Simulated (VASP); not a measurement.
Set up this calculation in VASP 6.6.1, as the native input.

```
Task                   : single point
Functional             : PBE
Potentials or basis    : VASP PAW PBE potentials, release 64 (Ca_sv)
Cutoff                 : 520 eV
k mesh                 : 9 × 9 × 9
Occupations            : fermi-dirac, width 0.1 eV
Spin                   : no spin polarisation
Dipole correction      : no
Further INCAR settings : ALGO = Normal; EDIFF = 1e-06; NBANDS = 17
```

The structure of Ca lies in POSCAR:

```
Ca
1.0
    1.6293605353     -0.9407117437      5.3207332287
    0.0000000000      1.8814234874      5.3207332287
   -1.6293605353     -0.9407117437      5.3207332287
Ca
2
Direct
    0.2500000000      0.2500000000      0.2500000000
   -0.2500000000     -0.2500000000     -0.2500000000
```

This cell differs from its parent crystal: volume scaled by 0.58.

One way to write it, as run:

INCAR

```
ALGO = Normal
EDIFF = 1E-6
ENCUT = 520
GGA = PE
ISIF = 2
ISMEAR = -1
LASPH = T
LCHARG = T
LELF = T
LREAL = F
LVHAR = T
LWAVE = F
NBANDS = 17
NELM = 80
PREC = Accurate
SIGMA = 0.1
```

KPOINTS

```
k-points
0
Gamma
  9 9 9
```

Potentials or basis: VASP PAW PBE potentials, release 64 (Ca_sv).

Run with:

```sh
$ cat potpaw_PBE.64/Ca_sv/POTCAR > POTCAR
$ mpirun -np 1 vasp_std > vasp.out
```

It gave:

```yaml
Pressure: 21.8 GPa
```

Run time: 100 s on 1 thread of Intel(R) Xeon(R) Platinum 8259CL CPU @ 2.50GHz (Skylake/Cascade Lake), on a shared host, peak memory 0.27 GiB.
